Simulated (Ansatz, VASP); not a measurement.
# One calculation of Sc8H, two programs

```
Sc H
1.0
    -3.29666    3.29666    4.69541
     3.29666   -3.29666    4.69541
     3.29666    3.29666   -4.69541
Sc H
8 1
Direct
  0.00266 0.00761 0.00495
  0.99934 0.99991 0.49942
  0.00229 0.49734 0.00495
  0.00266 0.49771 0.49505
  0.50049 0.99991 0.00058
  0.50009 0.99951 0.49942
  0.50009 0.50066 0.00058
  0.49239 0.49734 0.49505
  0.12500 0.37500 0.25000
```

Alike in both runs: functional r2SCAN; k mesh 4 × 4 × 4; occupations gaussian, width 0.1 eV; no spin polarisation.

Ansatz relaxed the structure, and its values are those at the end. VASP's run is a single point on that final structure, the one shown.

|  | VASP | Ansatz |
| --- | --- | --- |
| version | VASP 6.6.1 | Ansatz 0.2.0 |
| potentials or method | VASP PAW PBE potentials, release 64 (Sc_sv, H), cutoff 520 eV | scalar-relativistic, plane waves, PAW |
| valence electrons in the cell | 89 | 89 |

```csv
,VASP,Ansatz,Ansatz less VASP
gap on the k mesh at the Fermi level (eV),none,none,-
pressure (GPa),0.3,0.0,-0.22
rms of the force components (eV/Å),0.012,0.011,-0.0010
```

VASP's potentials were made for PBE, not for r2SCAN. A gap of «none» marks a metal or a gap that the smearing closes.
